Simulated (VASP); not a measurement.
A run of VASP 6.6.1:

The input INCAR:

```
SYSTEM = PrHRh3
PREC = Accurate
ENCUT = 500
EDIFF = 1E-7
ISMEAR = 0
SIGMA = 0.2
LREAL = .FALSE.
LASPH = .TRUE.
NELM = 200
ALGO = Normal
ISIF = 3
LWAVE = .FALSE.
LCHARG = .FALSE.
GGA = PE
IBRION = 2
NSW = 36
EDIFFG = -0.08
GGA_COMPAT = .FALSE.
NELMIN = 4
LMAXMIX = 6
```

KPOINTS

```
Automatic mesh
0
G
  4 4 4
  0 0 0
```

File POSCAR:

```
PrHRh3
1.0
    4.1340525700      0.0000000000      0.0000000000
    0.0000000000      4.1340525700      0.0000000000
    0.0000000000      0.0000000000      4.1340525700
Pr H Rh
1 1 3
Direct
    0.0000000000      0.0000000000      0.0000000000
    0.5000000000      0.5000000000      0.5000000000
    0.0000000000      0.5000000000      0.5000000000
    0.5000000000      0.5000000000      0.0000000000
    0.5000000000      0.0000000000      0.5000000000
```

Potentials or basis: VASP PAW PBE potentials, release 64 (Pr_3, H, Rh_pv), 4f in core.

Run with:

```bash
$ cat potpaw_PBE.64/Pr_3/POTCAR potpaw_PBE.64/H/POTCAR potpaw_PBE.64/Rh_pv/POTCAR > POTCAR
$ mpirun -np 1 vasp_std > vasp.out
```

Hardware: 1 thread of Intel(R) Xeon(R) Platinum 8559C (Emerald Rapids), on a shared host.

Problem. Estimate the wall time of this run.

Solution. It took 44 s on 1 thread of Intel(R) Xeon(R) Platinum 8559C (Emerald Rapids) (shared host), peak memory 0.18 GiB. Counts: scf iterations 37, k points 10, ion steps 3.
